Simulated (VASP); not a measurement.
# Ir (Fm-3m) in VASP: a series of runs

The runs below take Ir through single point, relaxation of volume and atoms at fixed shape, with PBEsol.

All numbers are computed with VASP 6.6.1; they aren't measurements. Logs are shortened: lines on timing, memory, paths and dates and some standing lists are left out, and cuts for length are marked.

### 1 The cell of the first run

It takes space group Fm-3m (No. 225, cubic). The conventional cell has a = 3.829 Å, b = 3.829 Å, c = 3.829 Å, α = 90.00°, β = 90.00°, γ = 90.00°. Within 3.6 Å of Ir (site symmetry m-3m) lie 12 Ir at 2.71 Å.

### 2 Single point, PBEsol

INCAR

```
  PREC = Accurate
  ENCUT = 520
  EDIFF = 1E-6
  ISMEAR = -1
  SIGMA = 0.05
  LREAL = False
  LASPH = True
  NELM = 100
  ALGO = Normal
  ISIF = 2
  LWAVE = False
  LCHARG = True
  GGA = PS
  LELF = True
  LVHAR = True
  NBANDS = 10
```

KPOINTS

```
regular mesh
0
Gamma
  10 10 10
```

POSCAR

```
Ir
1.0
    0.0000000000      1.9143601994      1.9143601994
    1.9143601994      0.0000000000      1.9143601994
    1.9143601994      1.9143601994      0.0000000000
Ir
1
Direct
    0.0000000000      0.0000000000      0.0000000000
```

Potentials or basis: VASP PAW PBE potentials, release 64 (Ir).

Command:

```sh
cat potpaw_PBE.64/Ir/POTCAR > POTCAR
mpirun -np 1 vasp_std > vasp.out
```

OUTCAR:

```text
PREC = Accurate
   ENCUT = 520
   EDIFF = 1E-6
   ISMEAR = -1
   LREAL = False
   LASPH = True
   NELM = 100
   ISIF = 2
   GGA = PS

 ion  position               nearest neighbor table
   1  0.000  0.000  0.000-

  LATTYP: Found a face centered cubic cell.
 ALAT       =     3.8287203988

  Lattice vectors:

 A1 = (   0.0000000000,   1.9143601994,   1.9143601994)
 A2 = (   1.9143601994,   0.0000000000,   1.9143601994)
 A3 = (   1.9143601994,   1.9143601994,   0.0000000000)

Analysis of symmetry for initial positions (statically):
=====================================================================
 Subroutine PRICEL returns:
 Original cell was already a primitive cell.

 Routine SETGRP: Setting up the symmetry group for a
 face centered cubic supercell.

 Subroutine GETGRP returns: Found 48 space group operations
 (whereof 48 operations were pure point group operations)
 out of a pool of 48 trial point group operations.

The static configuration has the point symmetry O_h .

Analysis of symmetry for dynamics (positions and initial velocities):
=====================================================================
 Subroutine PRICEL returns:
 Original cell was already a primitive cell.

 Routine SETGRP: Setting up the symmetry group for a
 face centered cubic supercell.

 Subroutine GETGRP returns: Found 48 space group operations
 (whereof 48 operations were pure point group operations)
 out of a pool of 48 trial point group operations.

The dynamic configuration has the point symmetry O_h .

 Subroutine INISYM returns: Found 48 space group operations
 (whereof 48 operations are pure point group operations),
 and found     1 'primitive' translations

----------------------------------------------------------------------------------------

                                     Primitive cell

  volume of cell :      14.0314

  direct lattice vectors                    reciprocal lattice vectors
     0.000000000  1.914360199  1.914360199    -0.261183867  0.261183867  0.261183867
     1.914360199  0.000000000  1.914360199     0.261183867 -0.261183867  0.261183867
     1.914360199  1.914360199  0.000000000     0.261183867  0.261183867 -0.261183867

  length of vectors
     2.707314157  2.707314157  2.707314157     0.452383728  0.452383728  0.452383728

  position of ions in fractional coordinates (direct lattice)
     0.000000000  0.000000000  0.000000000

  ion indices of the primitive-cell ions
   primitive index   ion index
                 1           1

----------------------------------------------------------------------------------------

 KPOINTS: regular mesh

Automatic generation of k-mesh.
 Grid dimensions read from file:
 generate k-points for:   10   10   10

 Generating k-lattice:

  Cartesian coordinates                     Fractional coordinates (reciprocal lattice)
    -0.026118387  0.026118387  0.026118387     0.100000000  0.000000000  0.000000000
     0.026118387 -0.026118387  0.026118387     0.000000000  0.100000000  0.000000000
     0.026118387  0.026118387 -0.026118387     0.000000000  0.000000000  0.100000000

  Length of vectors
     0.045238373  0.045238373  0.045238373

  Shift w.r.t. Gamma in fractional coordinates (k-lattice)
     0.000000000  0.000000000  0.000000000

 Subroutine IBZKPT returns following result:
 ===========================================

 Found     47 irreducible k-points:

 Following reciprocal coordinates:
            Coordinates               Weight
  0.000000  0.000000  0.000000      1.000000
  0.100000  0.000000  0.000000      8.000000
  0.200000  0.000000  0.000000      8.000000
  0.300000  0.000000  0.000000      8.000000
  0.400000  0.000000  0.000000      8.000000
  0.500000  0.000000  0.000000      4.000000
[... 16 lines left out ...]
  0.300000  0.300000  0.000000      6.000000
  0.400000  0.300000  0.000000     24.000000
 [... further k-points ...]
   k-points           NKPTS =     47   k-points in BZ     NKDIM =     47   number of bands    NBANDS=     10
   number of dos      NEDOS =    301   number of ions     NIONS =      1
   total plane-waves  NPLWV =   8000
   dimension x,y,z NGX =    20 NGY =   20 NGZ =   20
   dimension x,y,z NGXF=    40 NGYF=   40 NGZF=   40
   ions per type =               1
   NGX,Y,Z   is equivalent  to a cutoff of  12.28, 12.28, 12.28 a.u.
   NGXF,Y,Z  is equivalent  to a cutoff of  24.56, 24.56, 24.56 a.u.
 SYSTEM =  unknown system
   PREC   = accura    normal or accurate (medium, high low for compatibility)
   ISTART =      0    job   : 0-new  1-cont  2-samecut
   ICHARG =      2    charge: 1-file 2-atom 10-const
   ISPIN  =      1    spin polarized calculation?
   LNONCOLLINEAR =      F non collinear calculations
   LSORBIT =      F    spin-orbit coupling
   LASPH  =      T    aspherical Exc in radial PAW
   ENCUT  =  520.0 eV  38.22 Ry    6.18 a.u.   5.03  5.03  5.03*2*pi/ulx,y,z
   NELM   =    100;   NELMIN=  2; NELMDL= -5     # of ELM steps
   EDIFF  = 0.1E-05   stopping-criterion for ELM
   LREAL  =      F    real-space projection
   EDIFFG = 0.1E-04   stopping-criterion for IOM
   NSW    =      0    number of steps for IOM
   IBRION =     -1    ionic relax: 0-MD 1-quasi-New 2-CG
   NFREE  =      0    steps in history (QN), initial steepest desc. (CG)
   ISIF   =      2    stress and relaxation
   ISYM   =      2    0-nonsym 1-usesym 2-fastsym
   POTIM  = 0.5000    time-step for ionic-motion
   TEBEG  =    0.0;   TEEND  =   0.0 temperature during run
   PSTRESS=    0.0 pullay stress
   NELECT =       9.0000    total number of electrons
   NUPDOWN=      -1.0000    fix difference up-down
   EMIN   =  10.00;   EMAX   =-10.00  energy-range for DOS
   EFERMI =   0.00;   METHOD = LEGACY
   ISMEAR =    -1;   SIGMA  =   0.05  broadening in eV -4-tet -1-fermi 0-gaus
   EFERMI_NEDOS =   21; number of points for ismear=-14 and -15
   IALGO  =     38    algorithm
   IMIX   =      4    mixing-type and parameters
     AMIX     =   0.40;   BMIX     =  1.00
     AMIX_MAG =   1.60;   BMIX_MAG =  1.00
  volume/ion in A,a.u.               =      14.03        94.69
  Fermi-wavevector in a.u.,A,eV,Ry     =   1.411850  2.668010 27.120786  1.993322
  Thomas-Fermi vector in A             =   2.533659
   LORBIT       =      0    0 simple, 1 ext, 2 COOP (PROOUT), +10 PAW based schemes
   GGA     = PS    functional components
   LHFCALC =     F    Hartree Fock is set to
   AEXX    =    0.0000 exact exchange contribution
   IVDW    =     0    specifies the selected vdW correction
   LEPSILON=     F    determine dielectric tensor
   LRPA    =     F    only Hartree local field effects (RPA)
 non-spin polarized calculation
  energy-cutoff  :      520.00
  volume of cell :       14.03
 maximum number of plane-waves:       388
   NGX =  9   NGY =  9   NGZ =  9

 number of electron       9.0000000 magnetization

 Free energy of the ion-electron system (eV)
  ---------------------------------------------------
  ext. energy  EPLUGINS =         0.00000000
  ---------------------------------------------------
  free energy    TOTEN  =        -9.82759643 eV

  energy without entropy =       -9.81872790  energy(sigma->0) =       -9.82316216

 E-fermi :  10.4666     XC(G=0): -14.1496

 val. band max:       10.4484183523   @ k =  -0.3000   0.3000   0.1000
 cond. band min:      10.4854112974   @ k =  -0.4000   0.5000   0.1000
 fundamental gap:      0.0369929450
 Fermi energy:        10.4665912102

 k-point     1 :       0.0000    0.0000    0.0000
  band No.  band energies     occupation
      1      -0.8903      2.00000
      2       6.4347      2.00000
      3       6.4347      2.00000
      4       6.4347      2.00000
      5       9.1922      2.00000
      6       9.1922      2.00000
      7      24.6872      0.00000
      8      30.3181      0.00000
      9      30.3181      0.00000
     10      30.3181      0.00000

 k-point     2 :       0.1000    0.0000    0.0000
  band No.  band energies     occupation
      1      -0.4488      2.00000
      2       6.2101      2.00000
      3       6.6184      2.00000
      4       6.6184      2.00000
      5       9.0817      2.00000
      6       9.0817      2.00000
      7      25.4358      0.00000
      8      28.4069      0.00000
      9      31.0493      0.00000
     10      31.0493      0.00000

 k-point     3 :       0.2000    0.0000    0.0000
  band No.  band energies     occupation
      1       0.6991      2.00000
      2       5.8613      2.00000
      3       6.9011      2.00000
      4       6.9011      2.00000
      5       9.0943      2.00000
      6       9.0943      2.00000
      7      25.5447      0.00000
      8      27.0324      0.00000
      9      33.0174      0.00000
     10      33.0174      0.00000

 k-point     4 :       0.3000    0.0000    0.0000
  band No.  band energies     occupation
      1       1.8257      2.00000
      2       6.3107      2.00000
      3       6.7703      2.00000
      4       6.7703      2.00000
      5       9.8172      2.00000
      6       9.8172      2.00000
      7      22.7304      0.00000
      8      26.5446      0.00000
      9      34.0182      0.00000
     10      34.0182      0.00000
[... 222 lines left out ...]
 k-point    22 :      -0.2000    0.2000    0.0000
  band No.  band energies     occupation
      1       2.8227      2.00000
      2       5.2106      2.00000
      3       6.4022      2.00000
      4       7.8905      2.00000
      5       8.1650      2.00000
      6      11.6529      0.00000
      7      23.9249      0.00000
      8      27.1876      0.00000
      9      29.1410      0.00000
     10      31.3981      0.00000

 k-point    23 :       0.3000    0.3000    0.0000
  band No.  band energies     occupation
      1       2.6562      2.00000
      2       3.9275      2.00000
      3       7.5752      2.00000
      4       9.2861      2.00000
      5       9.2861      2.00000
      6      10.4949      0.72461
      7      26.8672      0.00000
      8      26.8672      0.00000
      9      28.1142      0.00000
     10      30.9623      0.00000

 k-point    24 :       0.4000    0.3000    0.0000
  band No.  band energies     occupation
      1       2.9593      2.00000
      2       3.7030      2.00000
      3       7.6743      2.00000
      4       9.5198      2.00000
      5      11.1875      0.00000
      6      11.2025      0.00000
      7      23.2640      0.00000
      8      25.5287      0.00000
      9      26.5074      0.00000
     10      31.4616      0.00000

 [... further k-points ...]

------------------------ aborting loop because EDIFF is reached ----------------------------------------

  FORCE on cell =-STRESS in cart. coord.  units (eV):
  Direction    XX          YY          ZZ          XY          YZ          ZX
  --------------------------------------------------------------------------------------
  -------------------------------------------------------------------------------------
  Total        0.1367367      0.1367367      0.1367367     -0.0000000     -0.0000000      0.0000000
  in kB       15.6133016     15.6133016     15.6133016     -0.0000000     -0.0000000      0.0000000
  external PRESSURE =      15.6133016 kB  Pullay stress =       0.0000000 kB

 VOLUME and BASIS-vectors are now :
 -----------------------------------------------------------------------------
  energy-cutoff  :      520.00
  volume of cell :       14.03
      direct lattice vectors                 reciprocal lattice vectors
     0.000000000  1.914360199  1.914360199    -0.261183867  0.261183867  0.261183867
     1.914360199  0.000000000  1.914360199     0.261183867 -0.261183867  0.261183867
     1.914360199  1.914360199  0.000000000     0.261183867  0.261183867 -0.261183867

 POSITION                                       TOTAL-FORCE (eV/Angst)
 -----------------------------------------------------------------------------------
      0.00000      0.00000      0.00000        -0.000000     -0.000000     -0.000000
 -----------------------------------------------------------------------------------
    total drift:                                0.000000      0.000000      0.000000

  FREE ENERGIE OF THE ION-ELECTRON SYSTEM (eV)
  ---------------------------------------------------
  free  energy   TOTEN  =        -9.8275964337 eV

  energy  without entropy=       -9.8187278961  energy(sigma->0) =       -9.82316216
```

Wall time 3.3 s (1 thread of Intel Xeon 6975P-C (Granite Rapids), shared host); peak memory 0.13 GiB.

Results:

| Property | Result |
| --- | --- |
| Free energy | -9.8276 eV |
| Pressure | 1.6 GPa |

Caveat: the PAW data sets were made with another functional, which shifts forces and pressure a little; spin-orbit coupling is left out, which moves the levels of the heavy elements.

### 3 Relaxation of volume and atoms at fixed shape, PBEsol

INCAR

```
PREC = Accurate
ENCUT = 600
EDIFF = 1E-6
ISMEAR = -1
SIGMA = 0.05
LREAL = F
LASPH = T
NELM = 80
ALGO = Normal
ISIF = 8
LWAVE = F
LCHARG = F
GGA = PS
IBRION = 2
NSW = 80
EDIFFG = -0.02
```

KPOINTS

```
Automatic mesh
0
Gamma
  10 10 10
```

POSCAR

```
Ir
1.0
    0.0000000000      1.9156000000      1.9156000000
    1.9156000000      0.0000000000      1.9156000000
    1.9156000000      1.9156000000      0.0000000000
Ir
1
Direct
    0.0000000000      0.0000000000      0.0000000000
```

Potentials or basis: VASP PAW PBE potentials, release 64 (Ir).

Command:

```sh
cat potpaw_PBE.64/Ir/POTCAR > POTCAR
mpirun -np 1 vasp_std > vasp.out
```

It took 6.1 s on 1 thread of Intel Xeon 6975P-C (Granite Rapids), shared host; peak memory 0.14 GiB.

The run converged. Its results:

```
Free energy                            : -9.8279 eV
Relaxed volume                         : 14.09 Å³/atom
Relaxed cell                           : a = 2.711 Å, b = 2.711 Å, c = 2.711 Å, α = 60.00°, β = 60.00°, γ = 60.00°
Space group after relaxing (to 0.05 Å) : Fm-3m (No. 225)
Energy gained by relaxing              : 0.1 meV/atom
Ionic steps                            : 3
Pressure after relaxing                : 0.0 GPa
```

Final structure:
```
Ir
1.0
     0.00000    1.91696    1.91696
     1.91696    0.00000    1.91696
     1.91696    1.91696    0.00000
Ir
1
Cartesian
  0.0000 0.0000 0.0000
```

Levels at points of the mesh, in eV from the Fermi level:
| k point | band 1 | band 2 | band 3 | band 4 | band 5 | band 6 | band 7 | band 8 |
| --- | --- | --- | --- | --- | --- | --- | --- | --- |
| (0.00, 0.00, 0.00) | -11.31 | -4.01 | -4.01 | -4.01 | -1.27 | -1.27 | 14.23 | 19.84 |
| (0.50, 0.00, 0.00) | -8.26 | -4.10 | -4.10 | -0.90 | 0.84 | 0.84 | 7.19 | 13.76 |
| (0.50, 0.50, 0.00) | -8.06 | -7.49 | 0.82 | 1.41 | 1.41 | 1.57 | 10.44 | 11.61 |

Caveat: the PAW data sets were made with another functional, which shifts forces and pressure a little; spin-orbit coupling is left out, which moves the levels of the heavy elements.
